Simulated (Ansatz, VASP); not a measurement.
Bi2Te3: VASP beside Ansatz

The input INCAR:

```
SYSTEM = Bi2Te3
  ALGO = Normal
  EDIFF = 1E-8
  ENCUT = 520
  GGA = PE
  ISIF = 2
  ISMEAR = -1
  LASPH = .TRUE.
  LCHARG = .FALSE.
  LEFG = .TRUE.
  LREAL = .FALSE.
  LWAVE = .FALSE.
  NBANDS = 32
  NELM = 60
  PREC = Accurate
  SIGMA = 0.08
```

File KPOINTS:

```
k-points
0
G
  8 8 8
  0 0 0
```

POSCAR

```
Bi2Te3
1.0
    2.1786529834      1.2578458864      9.8122390614
   -2.1786529834      1.2578458864      9.8122390614
    0.0000000000     -2.5156917729      9.8122390614
Bi Te
2 3
Direct
    0.8120000000      0.8120000000      0.8120000000
    0.4020000000      0.4020000000      0.4020000000
    0.6110000000      0.6110000000      0.6110000000
    0.2000000000      0.2000000000      0.2000000000
    0.0000000000      0.0000000000      0.0000000000
```

Input for Ansatz:

```yaml
crystal:
  lattice:
    - [2.1786529834, 1.2578458864, 9.8122390614]
    - [-2.1786529834, 1.2578458864, 9.8122390614]
    - [0.0, -2.5156917729, 9.8122390614]
  atoms:
    - { symbol: Bi, position: [0.812, 0.812, 0.812] }
    - { symbol: Bi, position: [0.402, 0.402, 0.402] }
    - { symbol: Te, position: [0.611, 0.611, 0.611] }
    - { symbol: Te, position: [0.2, 0.2, 0.2] }
    - { symbol: Te, position: [0.0, 0.0, 0.0] }
kpoints:
  mp_grid: { grid: [8, 8, 8] }
scf:
  occupations: { method: fermi_dirac, width: 0.08 }
hamiltonian:
  xc: pbe
  pseudopotentials: { kind: paw }
output:
  forces: true
  stress: true
  eigenvalues: true
  efg: { contact_densities: true }
```

Change from the starting cell: volume scaled by 0.96, PAW files.

Alike in both runs: task electric field gradients; functional PBE; k mesh 8 × 8 × 8; occupations fermi-dirac, width 0.08 eV; no spin polarisation.

```csv
,VASP,Ansatz
version,VASP 6.6.1,Ansatz 0.2.0
potentials or method,"VASP PAW PBE potentials, release 64 (Bi_d, Te)","PAW with Ansatz's default frozen-core files, scalar-relativistic"
plane-wave cutoff (eV),520,420
valence electrons in the cell,48,78
```

|  | VASP | Ansatz | Ansatz less VASP |
| --- | --- | --- | --- |
| pressure (GPa) | 4.0 | 4.0 | +0.03 |
| traceless stress, the component that is largest in VASP (GPa) | -0.59 | -0.58 | +0.009 |
| rms of the force components (eV/Å) | 0.585 | 0.581 | -0.0041 |
| size of Vzz on the site where it differs most (V/Å²) | 46.6 | 52.5 | +5.87 |

Atom by atom the forces differ by 0.005 eV/Å (rms over components). VASP's potentials hold 48 valence electrons a cell and Ansatz's 78, so a difference there can come from the potentials and not from the codes.

Spin-orbit coupling is off throughout.
